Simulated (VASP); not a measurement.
Wanted: the native input for a VASP 6.6.1 run.

| Item | Value |
| --- | --- |
| Task | single point |
| Functional | PBE |
| Potentials or basis | VASP PAW PBE potentials, release 64 (Ag) |
| Cutoff | 520 eV |
| k mesh | 18 × 18 × 10 |
| Occupations | gaussian, width 0.1 eV |
| Spin | no spin polarisation |
| Dipole correction | no |
| Further INCAR settings | ALGO = Normal; EDIFF = 1e-07; NBANDS = 18 |

The structure of Ag lies in POSCAR:

```
Ag
1.0
    2.6891115363      0.0000000000      0.0000000000
   -1.3445557682      2.3288389041      0.0000000000
    0.0000000000      0.0000000000      4.3950988146
Ag
2
Direct
    0.3333333333      0.6666666667      0.2500000000
    0.6666666667      0.3333333333      0.7500000000
```

This isn't the form of Ag at room conditions, which is fcc.

The input as run:

INCAR

```
PREC     = Accurate       # precision mode
ENCUT    = 520            # plane-wave cutoff, eV
EDIFF    = 1E-7           # SCF threshold, eV
ISMEAR   = 0              # smearing method
SIGMA    = 0.1            # smearing width, eV
LREAL    = False          # projectors in reciprocal space
LASPH    = True           # aspherical terms in the spheres
NELM     = 100            # most SCF steps
ALGO     = Normal         # electronic algorithm
ISIF     = 2              # what is computed and relaxed
LWAVE    = False          # write WAVECAR
LCHARG   = True           # write CHGCAR
GGA      = PE             # functional
LELF     = True           # ELF
LVHAR    = True         
NBANDS   = 18             # bands
```

KPOINTS

```
regular mesh
0
Gamma
  18 18 10
```

Potentials or basis: VASP PAW PBE potentials, release 64 (Ag).

Launch:

```bash
$ cat potpaw_PBE.64/Ag/POTCAR > POTCAR
$ mpirun -np 1 vasp_std > vasp.out
```

It gave:

```
Pressure               : 49.4 GPa
Band gap on the k mesh : zero (bands 11 and 12 overlap by 8.54 eV)
```

Caveat: the cell stands under pressure.

It took 41 s on 1 thread of AMD EPYC 9R45 96-Core Processor (Zen 5), on a shared host, peak memory 0.18 GiB.
